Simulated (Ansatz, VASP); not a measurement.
One calculation of AlN, two programs

```
Al N
1.0
     3.52221    0.00000    0.00000
     0.00000    4.88713    0.00000
    -1.42344    0.00000    3.22176
Al N
3 3
Cartesian
  1.0494 3.9520 1.6109
  1.0494 0.9351 1.6109
  1.7611 1.5085 0.0000
  -0.7117 1.5085 1.6109
  1.7611 3.3787 0.0000
  -0.7117 3.3787 1.6109
```

Alike in both runs: task single point; functional PBE; k mesh 6 × 4 × 6; occupations gaussian, width 0.1 eV; collinear spin.

|  | VASP | Ansatz |
| --- | --- | --- |
| version | VASP 6.6.1 | Ansatz 0.2.0 |
| potentials or method | VASP PAW PBE potentials, release 64 (Al, N), cutoff 520 eV | scalar-relativistic, plane waves, PAW |
| valence electrons in the cell | 24 | 24 |

|  | VASP | Ansatz | Ansatz less VASP |
| --- | --- | --- | --- |
| gap on the k mesh at the Fermi level (eV) | none | none | - |
| rms of the force components (eV/Å) | 3.260 | 3.251 | -0.0085 |
| net moment per atom (μB) | 0.00 | 0.00 | 0.000 |

Atom by atom the forces differ by 0.012 eV/Å (rms over components). A gap of «none» marks a metal or a gap that the smearing closes. With one functional, cell and mesh, what is left measures potentials, basis and numerics. Ansatz's warnings: seeded moment not kept.
